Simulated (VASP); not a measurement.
# Al2P3 (P4/mmm) in VASP: notebook

The runs below take Al2P3 through single point, relaxation of cell and atoms, with PBE.

All numbers are computed with VASP 6.6.1; they aren't measurements. Logs are shortened: lines on timing, memory, paths and dates and some standing lists are left out, and cuts for length are marked.

### 1 The cell of the first run

Symmetry: P4/mmm, No. 123, tetragonal system. Conventional cell: a = 4.335 Å, b = 4.335 Å, c = 4.836 Å, α = 90.00°, β = 90.00°, γ = 90.00°. Within 2.9 Å of Al (site symmetry mmm) lie 4 P at 2.17 to 2.42 Å. P (site symmetry mmm) has 2 Al at 2.42 Å and 4 P at 3.07 Å within 3.2 Å. Within 2.9 Å of P (site symmetry 4/mmm) lie 4 Al at 2.17 Å.

### 2 Single point, PBE

INCAR reads:

```
ALGO = Normal
EDIFF = 1E-6
ENCUT = 520
GGA = PE
ISIF = 2
ISMEAR = 0
LASPH = T
LCHARG = F
LREAL = F
LWAVE = F
NBANDS = 18
NELM = 60
PREC = Accurate
SIGMA = 0.1
```

KPOINTS reads:

```
k-points
0
Gamma
  4 4 4
```

POSCAR reads:

```
Al2P3
1.0
    4.3350643300      0.0000000000      0.0000000000
    0.0000000000      4.3350643300      0.0000000000
    0.0000000000      0.0000000000      4.8355210700
Al P
2 3
Direct
    0.5000000000      0.0000000000      0.0000000000
    0.0000000000      0.5000000000      0.0000000000
    0.5000000000      0.0000000000      0.5000000000
    0.0000000000      0.5000000000      0.5000000000
    0.0000000000      0.0000000000      0.0000000000
```

Potentials or basis: VASP PAW PBE potentials, release 64 (Al, P).

Started as:

```
> cat potpaw_PBE.64/Al/POTCAR potpaw_PBE.64/P/POTCAR > POTCAR
> mpirun -np 1 vasp_std > vasp.out
```

OUTCAR:

```text
EDIFF = 1E-6
   ENCUT = 520
   GGA = PE
   ISIF = 2
   ISMEAR = 0
   LASPH = T
   LREAL = F
   NELM = 60
   PREC = Accurate

 ion  position               nearest neighbor table
   1  0.500  0.000  0.000-   5 2.17   5 2.17   3 2.42   3 2.42   2 3.07   2 3.07   2 3.07   2 3.07

   2  0.000  0.500  0.000-   5 2.17   5 2.17   4 2.42   4 2.42   1 3.07   1 3.07   1 3.07   1 3.07

   3  0.500  0.000  0.500-   1 2.42   1 2.42
   4  0.000  0.500  0.500-   2 2.42   2 2.42
   5  0.000  0.000  0.000-   1 2.17   2 2.17   2 2.17   1 2.17

  LATTYP: Found a simple tetragonal cell.
 ALAT       =     4.3350643300
 C/A-ratio  =     1.1154439016

  Lattice vectors:

 A1 = (   4.3350643300,   0.0000000000,   0.0000000000)
 A2 = (   0.0000000000,   4.3350643300,   0.0000000000)
 A3 = (   0.0000000000,   0.0000000000,   4.8355210700)

Analysis of symmetry for initial positions (statically):
=====================================================================
 Subroutine PRICEL returns:
 Original cell was already a primitive cell.

 Routine SETGRP: Setting up the symmetry group for a
 simple tetragonal supercell.

 Subroutine GETGRP returns: Found 16 space group operations
 (whereof 16 operations were pure point group operations)
 out of a pool of 16 trial point group operations.

The static configuration has the point symmetry D_4h.

Analysis of symmetry for dynamics (positions and initial velocities):
=====================================================================
 Subroutine PRICEL returns:
 Original cell was already a primitive cell.

 Routine SETGRP: Setting up the symmetry group for a
 simple tetragonal supercell.

 Subroutine GETGRP returns: Found 16 space group operations
 (whereof 16 operations were pure point group operations)
 out of a pool of 16 trial point group operations.

The dynamic configuration has the point symmetry D_4h.

 Subroutine INISYM returns: Found 16 space group operations
 (whereof 16 operations are pure point group operations),
 and found     1 'primitive' translations

----------------------------------------------------------------------------------------

                                     Primitive cell

  volume of cell :      90.8729

  direct lattice vectors                    reciprocal lattice vectors
     4.335064330  0.000000000  0.000000000     0.230677084  0.000000000  0.000000000
     0.000000000  4.335064330  0.000000000     0.000000000  0.230677084  0.000000000
     0.000000000  0.000000000  4.835521070     0.000000000  0.000000000  0.206802945

  length of vectors
     4.335064330  4.335064330  4.835521070     0.230677084  0.230677084  0.206802945

  position of ions in fractional coordinates (direct lattice)
     0.500000000  0.000000000  0.000000000
     0.000000000  0.500000000  0.000000000
     0.500000000  0.000000000  0.500000000
     0.000000000  0.500000000  0.500000000
     0.000000000  0.000000000  0.000000000

  ion indices of the primitive-cell ions
   primitive index   ion index
                 1           1
                 2           2
                 3           3
                 4           4
                 5           5

----------------------------------------------------------------------------------------

 KPOINTS: k-points

Automatic generation of k-mesh.
 Grid dimensions read from file:
 generate k-points for:    4    4    4

 Generating k-lattice:

  Cartesian coordinates                     Fractional coordinates (reciprocal lattice)
     0.057669271  0.000000000  0.000000000     0.250000000  0.000000000  0.000000000
     0.000000000  0.057669271  0.000000000     0.000000000  0.250000000  0.000000000
     0.000000000  0.000000000  0.051700736     0.000000000  0.000000000  0.250000000

  Length of vectors
     0.057669271  0.057669271  0.051700736

  Shift w.r.t. Gamma in fractional coordinates (k-lattice)
     0.000000000  0.000000000  0.000000000

 Subroutine IBZKPT returns following result:
 ===========================================

 Found     18 irreducible k-points:

 Following reciprocal coordinates:
            Coordinates               Weight
  0.000000  0.000000  0.000000      1.000000
  0.250000  0.000000  0.000000      4.000000
  0.500000  0.000000  0.000000      2.000000
  0.250000  0.250000  0.000000      4.000000
  0.500000  0.250000  0.000000      4.000000
  0.500000  0.500000  0.000000      1.000000
[... 10 lines left out ...]
  0.500000  0.250000  0.500000      4.000000
  0.500000  0.500000  0.500000      1.000000
   k-points           NKPTS =     18   k-points in BZ     NKDIM =     18   number of bands    NBANDS=     18
   number of dos      NEDOS =    301   number of ions     NIONS =      5
   total plane-waves  NPLWV =  36864
   dimension x,y,z NGX =    32 NGY =   32 NGZ =   36
   dimension x,y,z NGXF=    64 NGYF=   64 NGZF=   72
   ions per type =               2   3
   NGX,Y,Z   is equivalent  to a cutoff of  12.27, 12.27, 12.38 a.u.
   NGXF,Y,Z  is equivalent  to a cutoff of  24.54, 24.54, 24.75 a.u.
 SYSTEM =  unknown system
   PREC   = accura    normal or accurate (medium, high low for compatibility)
   ISTART =      0    job   : 0-new  1-cont  2-samecut
   ICHARG =      2    charge: 1-file 2-atom 10-const
   ISPIN  =      1    spin polarized calculation?
   LNONCOLLINEAR =      F non collinear calculations
   LSORBIT =      F    spin-orbit coupling
   LASPH  =      T    aspherical Exc in radial PAW
   ENCUT  =  520.0 eV  38.22 Ry    6.18 a.u.   8.06  8.06  8.99*2*pi/ulx,y,z
   NELM   =     60;   NELMIN=  2; NELMDL= -5     # of ELM steps
   EDIFF  = 0.1E-05   stopping-criterion for ELM
   LREAL  =      F    real-space projection
   EDIFFG = 0.1E-04   stopping-criterion for IOM
   NSW    =      0    number of steps for IOM
   IBRION =     -1    ionic relax: 0-MD 1-quasi-New 2-CG
   NFREE  =      0    steps in history (QN), initial steepest desc. (CG)
   ISIF   =      2    stress and relaxation
   ISYM   =      2    0-nonsym 1-usesym 2-fastsym
   POTIM  = 0.5000    time-step for ionic-motion
   TEBEG  =    0.0;   TEEND  =   0.0 temperature during run
   PSTRESS=    0.0 pullay stress
   NELECT =      21.0000    total number of electrons
   NUPDOWN=      -1.0000    fix difference up-down
   EMIN   =  10.00;   EMAX   =-10.00  energy-range for DOS
   EFERMI =   0.00;   METHOD = LEGACY
   ISMEAR =     0;   SIGMA  =   0.10  broadening in eV -4-tet -1-fermi 0-gaus
   EFERMI_NEDOS =   21; number of points for ismear=-14 and -15
   IALGO  =     38    algorithm
   IMIX   =      4    mixing-type and parameters
     AMIX     =   0.40;   BMIX     =  1.00
     AMIX_MAG =   1.60;   BMIX_MAG =  1.00
  volume/ion in A,a.u.               =      18.17       122.65
  Fermi-wavevector in a.u.,A,eV,Ry     =   1.004623  1.898462 13.731918  1.009267
  Thomas-Fermi vector in A             =   2.137251
   LORBIT       =      0    0 simple, 1 ext, 2 COOP (PROOUT), +10 PAW based schemes
   GGA     = PE    functional components
   LHFCALC =     F    Hartree Fock is set to
   AEXX    =    0.0000 exact exchange contribution
   IVDW    =     0    specifies the selected vdW correction
   LEPSILON=     F    determine dielectric tensor
   LRPA    =     F    only Hartree local field effects (RPA)
 non-spin polarized calculation
 Gauss-broadening in eV      SIGMA  =   0.10
  energy-cutoff  :      520.00
  volume of cell :       90.87
 maximum number of plane-waves:      2484
   NGX = 17   NGY = 17   NGZ = 17

 number of electron      20.9999994 magnetization

 Free energy of the ion-electron system (eV)
  ---------------------------------------------------
  ext. energy  EPLUGINS =         0.00000000
  ---------------------------------------------------
  free energy    TOTEN  =       -20.31818885 eV

  energy without entropy =      -20.30121313  energy(sigma->0) =      -20.30970099

 E-fermi :   6.5774     XC(G=0):  -9.9444

 val. band max:        6.5393035060   @ k =   0.5000   0.2500   0.2500
 cond. band min:       6.6061762948   @ k =   0.2500   0.2500   0.2500
 fundamental gap:      0.0668727888
 Fermi energy:         6.5773502222

 k-point     1 :       0.0000    0.0000    0.0000
  band No.  band energies     occupation
      1      -7.2262      2.00000
      2      -3.3373      2.00000
      3      -2.1026      2.00000
      4       0.4789      2.00000
      5       0.8480      2.00000
      6       0.8480      2.00000
[... 10 lines left out ...]
     17      10.3168      0.00000
     18      11.4977      0.00000

 k-point     2 :       0.2500    0.0000    0.0000
  band No.  band energies     occupation
      1      -6.8932      2.00000
      2      -3.5755      2.00000
      3      -2.7023      2.00000
      4       0.8469      2.00000
      5       0.8746      2.00000
      6       1.0679      2.00000
[... 10 lines left out ...]
     17      11.3849      0.00000
     18      11.8098      0.00000

 k-point     3 :       0.5000    0.0000    0.0000
  band No.  band energies     occupation
      1      -6.3741      2.00000
      2      -4.4224      2.00000
      3      -2.6760      2.00000
      4       0.7079      2.00000
      5       1.3432      2.00000
      6       1.5635      2.00000
[... 10 lines left out ...]
     17      11.6744      0.00000
     18      12.3591      0.00000

 k-point     4 :       0.2500    0.2500    0.0000
  band No.  band energies     occupation
      1      -6.5586      2.00000
      2      -3.4544      2.00000
      3      -3.3360      2.00000
      4       0.4325      2.00000
      5       1.2156      2.00000
      6       1.4162      2.00000
[... 10 lines left out ...]
     17      12.4839      0.00000
     18      12.4957      0.00000

 k-point     5 :       0.5000    0.2500    0.0000
  band No.  band energies     occupation
      1      -6.0274      2.00000
      2      -4.2603      2.00000
      3      -3.2329      2.00000
      4       0.8780      2.00000
      5       0.9930      2.00000
      6       1.9637      2.00000
[... 10 lines left out ...]
     17      12.1548      0.00000
     18      13.1404      0.00000

 k-point     6 :       0.5000    0.5000    0.0000
  band No.  band energies     occupation
      1      -5.4393      2.00000
      2      -4.0749      2.00000
      3      -4.0749      2.00000
      4       1.1105      2.00000
      5       1.1105      2.00000
      6       1.4388      2.00000
[... 10 lines left out ...]
     17      12.5711      0.00000
     18      13.8470      0.00000

 k-point     7 :       0.0000    0.0000    0.2500
  band No.  band energies     occupation
      1      -6.9405      2.00000
      2      -4.2399      2.00000
      3      -1.9520      2.00000
      4       1.0522      2.00000
      5       1.0522      2.00000
      6       1.4989      2.00000
[... 10 lines left out ...]
     17      11.0928      0.00000
     18      11.9018      0.00000

 k-point     8 :       0.2500    0.0000    0.2500
  band No.  band energies     occupation
      1      -6.6268      2.00000
      2      -4.0579      2.00000
      3      -2.7488      2.00000
      4      -0.0605      2.00000
      5       1.2507      2.00000
      6       1.9826      2.00000
[... 10 lines left out ...]
     17      12.0807      0.00000
     18      12.3000      0.00000
[... 103 lines left out ...]
     17      10.7739      0.00000
     18      11.2267      0.00000

 k-point    14 :       0.2500    0.0000    0.5000
  band No.  band energies     occupation
      1      -6.1979      2.00000
      2      -4.8031      2.00000
      3      -2.4661      2.00000
      4      -0.7171      2.00000
      5       1.4847      2.00000
      6       2.6016      2.00000
[... 10 lines left out ...]
     17      10.8114      0.00000
     18      11.8386      0.00000

 k-point    15 :       0.5000    0.0000    0.5000
  band No.  band energies     occupation
      1      -5.8754      2.00000
      2      -3.8676      2.00000
      3      -3.6996      2.00000
      4      -1.8303      2.00000
      5       1.6668      2.00000
      6       2.7831      2.00000
[... 10 lines left out ...]
     17      11.8163      0.00000
     18      12.8718      0.00000

 k-point    16 :       0.2500    0.2500    0.5000
  band No.  band energies     occupation
      1      -5.9436      2.00000
      2      -4.4717      2.00000
      3      -2.7436      2.00000
      4      -0.5459      2.00000
      5      -0.4969      2.00000
      6       2.1543      2.00000
[... 10 lines left out ...]
     17      11.4911      0.00000
     18      11.7248      0.00000

 k-point    17 :       0.5000    0.2500    0.5000
  band No.  band energies     occupation
      1      -5.6202      2.00000
      2      -3.6575      2.00000
      3      -3.5587      2.00000
      4      -1.6248      2.00000
      5      -0.2888      2.00000
      6       1.8957      2.00000
[... 10 lines left out ...]
     17      11.6695      0.00000
     18      12.1068      0.00000

 k-point    18 :       0.5000    0.5000    0.5000
  band No.  band energies     occupation
      1      -5.2946      2.00000
      2      -3.4008      2.00000
      3      -3.4008      2.00000
      4      -1.3780      2.00000
      5      -1.3780      2.00000
      6       0.8908      2.00000
[... 10 lines left out ...]
     17      13.0309      0.00000
     18      13.5311      0.00000

------------------------ aborting loop because EDIFF is reached ----------------------------------------

  FORCE on cell =-STRESS in cart. coord.  units (eV):
  Direction    XX          YY          ZZ          XY          YZ          ZX
  --------------------------------------------------------------------------------------
  -------------------------------------------------------------------------------------
  Total        7.1016611      7.1016611      2.4056933      0.0000000      0.0000000      0.0000000
  in kB      125.2091743    125.2091743     42.4147064      0.0000000      0.0000000      0.0000000
  external PRESSURE =      97.6110183 kB  Pullay stress =       0.0000000 kB

 VOLUME and BASIS-vectors are now :
 -----------------------------------------------------------------------------
  energy-cutoff  :      520.00
  volume of cell :       90.87
      direct lattice vectors                 reciprocal lattice vectors
     4.335064330  0.000000000  0.000000000     0.230677084  0.000000000  0.000000000
     0.000000000  4.335064330  0.000000000     0.000000000  0.230677084  0.000000000
     0.000000000  0.000000000  4.835521070     0.000000000  0.000000000  0.206802945

 POSITION                                       TOTAL-FORCE (eV/Angst)
 -----------------------------------------------------------------------------------
      2.16753      0.00000      0.00000         0.000000      0.000000      0.000000
      0.00000      2.16753      0.00000         0.000000      0.000000      0.000000
      2.16753      0.00000      2.41776         0.000000      0.000000      0.000000
      0.00000      2.16753      2.41776         0.000000      0.000000      0.000000
      0.00000      0.00000      0.00000         0.000000      0.000000      0.000000
 -----------------------------------------------------------------------------------
    total drift:                               -0.000000     -0.000000     -0.000000

  FREE ENERGIE OF THE ION-ELECTRON SYSTEM (eV)
  ---------------------------------------------------
  free  energy   TOTEN  =       -20.3181888461 eV

  energy  without entropy=      -20.3012131286  energy(sigma->0) =      -20.30970099
```

It took 9.5 s on 1 thread of Intel Xeon 6975P-C (Granite Rapids), shared host; peak memory 0.18 GiB.

What came out:

| Quantity | Value |
| --- | --- |
| Free energy | -20.3182 eV |
| Pressure | 9.8 GPa |

Stress tensor (GPa, compression positive):
```
12.52  0.00  0.00
 0.00 12.52  0.00
 0.00  0.00  4.24
```

Levels at points of the mesh, in eV from the Fermi level:
| k point | band 6 | band 7 | band 8 | band 9 | band 10 | band 11 | band 12 | band 13 | band 14 | band 15 |
| --- | --- | --- | --- | --- | --- | --- | --- | --- | --- | --- |
| (0.00, 0.00, 0.00) | -5.73 | -2.26 | -1.85 | -1.57 | -1.57 | 0.29 | 1.13 | 1.75 | 1.75 | 3.46 |
| (0.50, 0.00, 0.00) | -5.01 | -4.02 | -1.89 | -1.81 | -1.53 | -0.07 | 0.11 | 1.29 | 2.32 | 2.50 |
| (0.50, 0.50, 0.00) | -5.14 | -3.76 | -3.76 | -3.42 | -2.86 | -0.49 | 2.25 | 2.90 | 2.91 | 4.78 |
| (0.00, 0.00, 0.50) | -4.17 | -4.10 | -2.93 | -2.93 | -1.68 | 1.00 | 1.91 | 1.91 | 3.28 | 3.96 |
| (0.50, 0.00, 0.50) | -3.79 | -2.89 | -1.48 | -1.07 | -1.00 | -0.52 | 0.46 | 0.87 | 1.07 | 3.10 |
| (0.50, 0.50, 0.50) | -5.69 | -4.16 | -3.10 | -0.38 | -0.38 | 1.04 | 2.87 | 3.05 | 4.08 | 4.08 |

Caveat: the k points lie up to 0.36 Å⁻¹ apart.

(Part 1 of 2 ends here.)
